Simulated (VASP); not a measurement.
BeS: single point with HSE06

BeS:

```
Be S
1.0
     0.00000    2.27535    2.27535
     2.27535    0.00000    2.27535
     2.27535    2.27535    0.00000
Be S
1 1
Direct
  0.00000 0.00000 0.00000
  0.50000 0.50000 0.50000
```

This cell differs from its parent crystal: strain -1.8%.

| Property | Result |
| --- | --- |
| Program | VASP 6.6.1 |
| Task | single point |
| Functional | HSE06 |
| Potentials or basis | VASP PAW PBE potentials, release 64 (Be, S) |
| Cutoff | 520 eV |
| k mesh | 6 × 6 × 6 |
| Occupations | gaussian, width 0.01 eV |
| Spin | no spin polarisation |
| Dipole correction | no |
| Grid for exact exchange (PRECFOCK) | Normal |
| Further INCAR settings | ALGO = Normal; EDIFF = 1e-07; NBANDS = 11 |
| Share of exact exchange | 0.25 |
| Screening parameter | 0.2079 1/Å |

```json
{
 "Pressure": "4.6 GPa",
 "Band gap on the k mesh": "1.78 eV (least direct gap 5.43 eV)"
}
```

Levels at points of the mesh, in eV from the valence-band top:
```tsv
k point	band 1	band 2	band 3	band 4	band 5	band 6	band 7	band 8	band 9
(0.00, 0.00, 0.00)	-17.17	-0.34	-0.34	-0.34	7.13	9.88	9.88	9.88	11.35
(0.50, 0.00, 0.00)	-14.47	-8.41	-0.60	-0.60	4.83	4.83	5.24	12.12	17.35
(0.50, 0.50, 0.00)	-13.19	-7.93	-3.72	-3.72	1.78	4.95	13.92	13.92	16.06
```

Run time: 6.8 min on 1 thread of AMD EPYC 7R43 64-Core Processor (Zen 3), on a shared host, peak memory 0.2 GiB.

Caveat: the cell differs from its parent crystal (strain -1.8%); the cell stands under pressure; the PAW data sets were made with another functional, which shifts forces and pressure a little. A k mesh can miss the band edges.
